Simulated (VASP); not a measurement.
The system is Si3C.

```
CELL_PARAMETERS angstrom
0.00000 -2.48723 -2.48723
-2.48723 0.00000 -2.48723
2.48723 2.48723 -4.97446
ATOMIC_POSITIONS crystal
C 0.87500 0.87500 0.37500
Si 0.37500 0.37500 0.87500
Si 0.75000 0.75000 0.75000
Si 0.25000 0.25000 0.25000
```

| Quantity | Value |
| --- | --- |
| Program | VASP 6.6.1 |
| Task | relaxation of cell and atoms |
| Functional | PBE |
| Potentials or basis | VASP PAW PBE potentials, release 64 (C_h, Si) |
| Cutoff | 910 eV |
| k mesh | 6 × 6 × 6 |
| Occupations | gaussian, width 0.1 eV |
| Spin | no spin polarisation |

At the start: pressure 5.0 GPa; volume 15.39 Å³/atom.

Task: Where does the relaxation end?

Result: Over 9 steps the energy falls by 271.3 meV/atom and the volume is 14.92 Å³/atom (-3.0 %); space group R3m (No. 160, to 0.1 Å) before and after.

Step by step:
| step | energy change (eV) | largest force (eV/Å) | pressure (GPa) | volume (Å³) |
| --- | --- | --- | --- | --- |
| 1 | 0.0000 | 4.7277 | 4.97 | 61.55 |
| 2 | -0.8285 | 0.8813 | -8.32 | 65.90 |
| 3 | -0.8540 | 1.1999 | -7.06 | 65.20 |
| 4 | -0.9956 | 1.2103 | 1.84 | 59.71 |
| 5 | -1.0206 | 0.4388 | -1.01 | 61.12 |
| 6 | -1.0771 | 0.4495 | 0.82 | 59.57 |
| 7 | -1.0778 | 0.4504 | 1.08 | 59.38 |
| 8 | -1.0838 | 0.1972 | -0.74 | 59.83 |
| 9 | -1.0853 | 0.0303 | -0.15 | 59.69 |

Final structure:
```
CELL_PARAMETERS angstrom
0.00000 -2.42102 -2.42102
-2.42102 0.00000 -2.42102
2.58743 2.58743 -5.00845
ATOMIC_POSITIONS crystal
C 0.87417 0.87417 0.37748
Si 0.37187 0.37187 0.88438
Si 0.76530 0.76530 0.70409
Si 0.23865 0.23865 0.28405
```

Caveat: the cutoff is under 1.25 times the usual one of these potentials, so pressure, stress and relaxed cells hold a basis-set (Pulay) error; the relaxation stopped at a loose force limit of 0.05 eV/Å, so its end isn't a converged minimum.
